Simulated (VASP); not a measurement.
Al: single point with LDA

The system is Al.

```
Al
1.0
    -1.59122    1.59122    1.59122
     1.59122   -1.59122    1.59122
     1.59122    1.59122   -1.59122
Al
1
Cartesian
  0.0000 0.0000 0.0000
```

```json
{"Program": "VASP 6.6.1", "Task": "single point", "Functional": "LDA", "Potentials or basis": "VASP PAW LDA potentials, release 64 (Al)", "Cutoff": "520 eV", "k mesh": "13 × 13 × 13", "Occupations": "fermi-dirac, width 0.1 eV", "Spin": "no spin polarisation"}
```

* Pressure: 0.2 GPa

Levels at points of the mesh, in eV from the Fermi level:
```csv
k point,band 1,band 2,band 3,band 4,band 5,band 6
"(0.00, 0.00, 0.00)",-11.28,13.32,13.32,13.32,14.75,14.75
```

Run time: 2.9 s on 1 thread of Intel(R) Xeon(R) 6975P-C (Granite Rapids), on a shared host, peak memory 0.11 GiB.
